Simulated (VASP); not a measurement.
# SrAl2O2 (P6/mmm) in VASP: notebook, part 2 of 2

VASP 6.6.1. The steps go on from the part before.

## (3) Single point, PBE

This run uses another cell than the first one, of 16.04 Å³/atom.

Contents of INCAR:

```
PREC = Accurate
ENCUT = 520
EDIFF = 1E-7
ISMEAR = 0
SIGMA = 0.1
LREAL = False
LASPH = True
NELM = 80
ALGO = Normal
ISIF = 2
LWAVE = False
LCHARG = True
GGA = PE
LELF = True
LVHAR = True
NBANDS = 22
```

Contents of KPOINTS:

```
regular mesh
0
Gamma
  6 6 4
```

Contents of POSCAR:

```
SrAl2O2
1.0
    5.0463972038      0.0000000032      0.0000000000
   -2.5231986046      4.3703081745      0.0000000000
    0.0000000000      0.0000000000      3.6358280222
Sr Al O
1 2 2
Direct
    0.0000000000      0.0000000000      0.5000000000
    0.3333333333      0.6666666667      0.0000000000
    0.6666666667      0.3333333333      0.0000000000
    0.3333333333      0.6666666667      0.5000000000
    0.6666666667      0.3333333333      0.5000000000
```

Potentials or basis: VASP PAW PBE potentials, release 64 (Sr_sv, Al, O).

Command:

```console
cat potpaw_PBE.64/Sr_sv/POTCAR potpaw_PBE.64/Al/POTCAR potpaw_PBE.64/O/POTCAR > POTCAR
mpirun -np 1 vasp_std > vasp.out
```

Wall time 29 s (1 thread of Intel Xeon Platinum 8488C (Sapphire Rapids), shared host); peak memory 0.22 GiB.

It converged, with:

| Property | Result |
| --- | --- |
| Free energy | -26.8489 eV |
| Pressure | 0.2 GPa |
| Band gap on the k mesh | zero (bands 14 and 15 overlap by 3.46 eV) |

Stress tensor (GPa, compression positive):
```
0.27 0.00 0.00
0.00 0.27 0.00
0.00 0.00 0.18
```

Levels at points of the mesh, in eV from the Fermi level:
```csv
k point,band 10,band 11,band 12,band 13,band 14,band 15,band 16,band 17,band 18,band 19
"(0.00, 0.00, 0.00)",-4.91,-4.30,-2.74,-2.74,2.87,2.87,2.90,3.73,3.73,4.30
"(0.50, 0.00, 0.00)",-4.77,-3.75,-2.68,-1.51,-0.94,1.01,2.20,5.03,5.20,5.29
"(0.00, 0.00, 0.50)",-4.26,-2.46,-2.46,-0.18,0.66,0.66,0.73,0.73,3.90,6.74
"(0.50, 0.00, 0.50)",-3.98,-2.82,-2.49,-1.10,-0.55,-0.37,4.10,5.04,5.29,6.30
```

Caveat: the k points lie up to 0.43 Å⁻¹ apart, too coarse for converged energies and pressures of a metal.

## (4) Single point, PBE

This run uses another cell than the first one, of 16.04 Å³/atom.

Contents of INCAR:

```
SYSTEM = SrAl2O2
ALGO = Normal ; EDIFF = 1E-7
ENCUT = 520 ; GGA = PE
ISIF = 2 ; ISMEAR = 0
LASPH = .True. ; LCHARG = .False.
LREAL = .False. ; LWAVE = .False.
NBANDS = 22 ; NELM = 100
PREC = Accurate ; SIGMA = 0.1
```

Contents of KPOINTS:

```
k-points
0
Gamma
  6 6 6
  0 0 0
```

Edit POSCAR of step 3 so:

```diff
@@ -2,4 +2,4 @@
 1.0
-    5.0463972038      0.0000000032      0.0000000000
-   -2.5231986046      4.3703081745      0.0000000000
+    5.0463972038      0.0000000000      0.0000000000
+   -2.5231986019      4.3703081761      0.0000000000
     0.0000000000      0.0000000000      3.6358280222
```

Command:

```console
cat potpaw_PBE.64/Sr_sv/POTCAR potpaw_PBE.64/Al/POTCAR potpaw_PBE.64/O/POTCAR > POTCAR
mpirun -np 1 vasp_std > vasp.out
```

It took 35 s on 1 thread of Intel Xeon Platinum 8488C (Sapphire Rapids), shared host; peak memory 0.23 GiB.

Results (log left out):

| Property | Result |
| --- | --- |
| Free energy | -26.8557 eV |
| Pressure | -0.1 GPa |
| Band gap on the k mesh | zero (bands 14 and 15 overlap by 3.46 eV) |

Stress tensor (GPa, compression positive):
```
-0.12  0.00  0.00
 0.00 -0.12  0.00
 0.00  0.00 -0.20
```

Levels at points of the mesh, in eV from the Fermi level:
| k point | band 12 | band 13 | band 14 | band 15 | band 16 | band 17 |
| --- | --- | --- | --- | --- | --- | --- |
| (0.00, 0.00, 0.00) | -2.57 | -2.57 | 3.04 | 3.04 | 3.08 | 3.91 |
| (0.50, 0.00, 0.00) | -2.52 | -1.34 | -0.77 | 1.19 | 2.37 | 5.21 |
| (0.00, 0.00, 0.50) | -2.29 | -0.01 | 0.84 | 0.84 | 0.91 | 0.91 |
| (0.50, 0.00, 0.50) | -2.33 | -0.92 | -0.38 | -0.20 | 4.28 | 5.23 |

## (5) Relaxation of cell and atoms, PBE

Contents of INCAR:

```
ALGO     = Normal         # electronic algorithm
EDIFF    = 1E-6           # SCF threshold, eV
EDIFFG   = -0.04          # ionic threshold
ENCUT    = 600            # plane-wave cutoff, eV
GGA      = PE             # functional
IBRION   = 2              # ionic algorithm
ISIF     = 3              # what is computed and relaxed
ISMEAR   = 0              # smearing method
LASPH    = True           # aspherical terms in the spheres
LCHARG   = False          # write CHGCAR
LREAL    = False          # projectors in reciprocal space
LWAVE    = False          # write WAVECAR
NELM     = 80             # most SCF steps
NSW      = 90             # ionic steps
PREC     = Accurate       # precision mode
SIGMA    = 0.1            # smearing width, eV
```

Contents of KPOINTS:

```
k-points
0
Gamma
  6 6 4
```

Contents of POSCAR:

```
SrAl2O2
1.0
    4.6205259700      0.0000000000      0.0000000000
   -2.3102629900      4.0014928700      0.0000000000
    0.0000000000      0.0000000000      4.3824653400
Sr Al O
1 2 2
Direct
    0.0000000000      0.0000000000      0.5000000000
    0.3333333300      0.6666666700      0.0000000000
    0.6666666700      0.3333333300      0.0000000000
    0.3333333300      0.6666666700      0.5000000000
    0.6666666700      0.3333333300      0.5000000000
```

Command:

```console
cat potpaw_PBE.64/Sr_sv/POTCAR potpaw_PBE.64/Al/POTCAR potpaw_PBE.64/O/POTCAR > POTCAR
mpirun -np 1 vasp_std > vasp.out
```

It took 2.5 min on 1 thread of Intel Xeon Platinum 8488C (Sapphire Rapids), shared host; peak memory 0.26 GiB.

Results (log left out):

```
Free energy                           : -26.8563 eV
Relaxed volume                        : 16.08 Å³/atom
Relaxed cell                          : a = 5.052 Å, b = 5.052 Å, c = 3.636 Å, α = 90.00°, β = 90.00°, γ = 120.00°
Space group after relaxing (to 0.1 Å) : P6/mmm (No. 191)
Energy gained by relaxing             : 421.9 meV/atom
Ionic steps                           : 9
Pressure after relaxing               : 0.0 GPa
Band gap on the k mesh                : zero (bands 14 and 15 overlap by 3.46 eV)
```

The path:
| step | energy change (eV) | largest force (eV/Å) | pressure (GPa) | volume (Å³) |
| --- | --- | --- | --- | --- |
| 1 | 0.0000 | 0.0000 | -4.42 | 81.03 |
| 2 | -1.7797 | 0.0000 | 1.33 | 75.16 |
| 3 | -1.9395 | 0.0000 | 6.01 | 73.41 |
| 4 | -1.9396 | 0.0000 | 7.10 | 73.08 |
| 5 | -2.1068 | 0.0000 | 1.00 | 79.58 |
| 6 | -2.1081 | 0.0000 | 0.47 | 80.34 |
| 7 | -2.1081 | 0.0000 | 0.58 | 80.19 |
| 8 | -2.1079 | 0.0000 | -0.51 | 80.58 |
| 9 | -2.1095 | 0.0000 | 0.05 | 80.38 |

Final structure:
```
Sr Al O
1.0
     5.05225    0.00000    0.00000
    -2.52613    4.37538    0.00000
     0.00000    0.00000    3.63609
Sr Al O
1 2 2
Direct
  0.00000 0.00000 0.50000
  0.33333 0.66667 0.00000
  0.66667 0.33333 0.00000
  0.33333 0.66667 0.50000
  0.66667 0.33333 0.50000
```

Levels at points of the mesh, in eV from the Fermi level:
```
           k point  band 12  band 13  band 14  band 15  band 16  band 17
(0.00, 0.00, 0.00)    -2.75    -2.75     2.86     2.86     2.89     3.72
(0.50, 0.00, 0.00)    -2.69    -1.51    -0.94     1.00     2.19     5.20
(0.00, 0.00, 0.50)    -2.46    -0.18     0.66     0.66     0.73     0.73
(0.50, 0.00, 0.50)    -2.50    -1.09    -0.55    -0.38     4.09     5.03
```

Caveat: a cell axis changed by over 15 % at a fixed basis, so the end point is rough.

## (6) Single point, PBE

This run uses another cell than the first one, of 16.04 Å³/atom.

Contents of INCAR:

```
SYSTEM = SrAl2O2
ALGO = Normal ; EDIFF = 1E-7
ENCUT = 520 ; GGA = PE
ISIF = 2 ; ISMEAR = 0
LASPH = .True. ; LCHARG = .True.
LELF = .True. ; LREAL = .False.
LVHAR = .True. ; LWAVE = .False.
NBANDS = 22 ; NELM = 100
PREC = Accurate ; SIGMA = 0.1
```

Contents of KPOINTS:

```
k-points
0
Gamma
  12 12 10
  0 0 0
```

Contents of POSCAR:

```
SrAl2O2
1.0
    5.0482531827      0.0000000000      0.0000000000
   -2.5241265913      4.3719155009      0.0000000000
    0.0000000000      0.0000000000      3.6327224802
Sr Al O
1 2 2
Direct
    0.0000000000      0.0000000000      0.5000000000
    0.3333333333      0.6666666667      0.0000000000
    0.6666666667      0.3333333333      0.0000000000
    0.3333333333      0.6666666667      0.5000000000
    0.6666666667      0.3333333333      0.5000000000
```

Potentials or basis: VASP PAW PBE potentials, release 64 (Sr_sv, Al, O).

Command:

```console
cat potpaw_PBE.64/Sr_sv/POTCAR potpaw_PBE.64/Al/POTCAR potpaw_PBE.64/O/POTCAR > POTCAR
mpirun -np 1 vasp_std > vasp.out
```

It took 2.2 min on 1 thread of Intel Xeon Platinum 8488C (Sapphire Rapids), shared host; peak memory 0.34 GiB.

The run converged. Its results:

- Free energy: -26.8547 eV
- Pressure: 0.1 GPa
- Band gap on the k mesh: zero (bands 14 and 15 overlap by 3.47 eV)

Stress tensor (GPa, compression positive):
```
0.03 0.00 0.00
0.00 0.03 0.00
0.00 0.00 0.15
```

Levels at points of the mesh, in eV from the Fermi level:
| k point | band 10 | band 11 | band 12 | band 13 | band 14 | band 15 | band 16 | band 17 | band 18 | band 19 |
| --- | --- | --- | --- | --- | --- | --- | --- | --- | --- | --- |
| (0.00, 0.00, 0.00) | -4.80 | -4.17 | -2.63 | -2.63 | 3.00 | 3.00 | 3.02 | 3.86 | 3.86 | 4.43 |
| (0.50, 0.00, 0.00) | -4.65 | -3.63 | -2.57 | -1.38 | -0.82 | 1.14 | 2.33 | 5.15 | 5.33 | 5.41 |
| (0.00, 0.00, 0.50) | -4.14 | -2.34 | -2.34 | -0.05 | 0.79 | 0.79 | 0.85 | 0.85 | 4.02 | 6.86 |
| (0.50, 0.00, 0.50) | -3.87 | -2.71 | -2.38 | -0.97 | -0.42 | -0.25 | 4.23 | 5.17 | 5.41 | 6.42 |

## (7) Overview

| task | cell | k mesh | cutoff (eV) | gap on the mesh (eV) | pressure (GPa) |
| --- | --- | --- | --- | --- | --- |
| single point | a = 4.621, b = 4.621, c = 4.382 Å, angles 90.0, 90.0, 120.0°, 5 atoms | 6 × 6 × 4 | 520 | none | -4.3 |
| single point | a = 5.046, b = 5.046, c = 3.636 Å, angles 90.0, 90.0, 120.0°, 5 atoms | 6 × 6 × 4 | 520 | none | 0.2 |
| single point | a = 5.046, b = 5.046, c = 3.636 Å, angles 90.0, 90.0, 120.0°, 5 atoms | 6 × 6 × 6 | 520 | none | -0.1 |
| relaxation of cell and atoms | relaxed from a = 4.621, b = 4.621, c = 4.382 Å, angles 90.0, 90.0, 120.0°, 5 atoms | 6 × 6 × 4 | 600 | none | 0.0 |
| single point | a = 5.048, b = 5.048, c = 3.633 Å, angles 90.0, 90.0, 120.0°, 5 atoms | 12 × 12 × 10 | 520 | none | 0.1 |

Alike in all rows: level PBE; potentials or basis VASP PAW PBE potentials, release 64 (Sr_sv, Al, O); no spin polarisation; smearing gaussian 0.1 eV.

Caveats: some runs use coarse meshes; the cell stands under tension (at least some runs); a cell axis changed by over 15 % at a fixed basis, so the end point is rough (at least some runs).

Total energies depend on the potentials used, so only differences within one code and one set of settings carry meaning.
